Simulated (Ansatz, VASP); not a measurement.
PbF2 in VASP and in Ansatz

```
Pb F
1.0
    -0.05940    2.94015    2.94015
     2.94015   -0.05940    2.94015
     2.94015    2.94015   -0.05940
Pb F
1 2
Direct
  0.00000 0.00000 0.00000
  0.25000 0.25000 0.25000
  0.75000 0.75000 0.75000
```

Change from the starting cell: equal xy, yz and zx shear strains of -2 %.

Alike in both runs: task single point; functional LDA; k mesh 7 × 7 × 7; occupations fermi-dirac, width 0.03 eV; no spin polarisation.

|  | VASP | Ansatz |
| --- | --- | --- |
| version | VASP 6.6.1 | Ansatz 0.2.0 |
| potentials or method | VASP PAW LDA potentials, release 64 (Pb_d, F), cutoff 520 eV | all-electron LAPW, scalar-relativistic |

Ansatz gave:

- gap on the k mesh at the Fermi level (eV): 4.25
- pressure (GPa): -4.8
- traceless stress, the component that is largest in VASP (GPa): 0.61
- rms of the force components (eV/Å): 0.035

Task: Which values does VASP return?

Result: gap on the k mesh at the Fermi level (eV): 4.23; pressure (GPa): -4.8; traceless stress, the component that is largest in VASP (GPa): 0.62; rms of the force components (eV/Å): 0.037.

LDA's correlation is that of Perdew and Zunger in VASP and of Perdew and Wang (1992) in Ansatz. Atom by atom the forces differ by 0.002 eV/Å (rms over components). Ansatz ran all-electron here, and VASP with PAW potentials.

Spin-orbit coupling is off throughout.
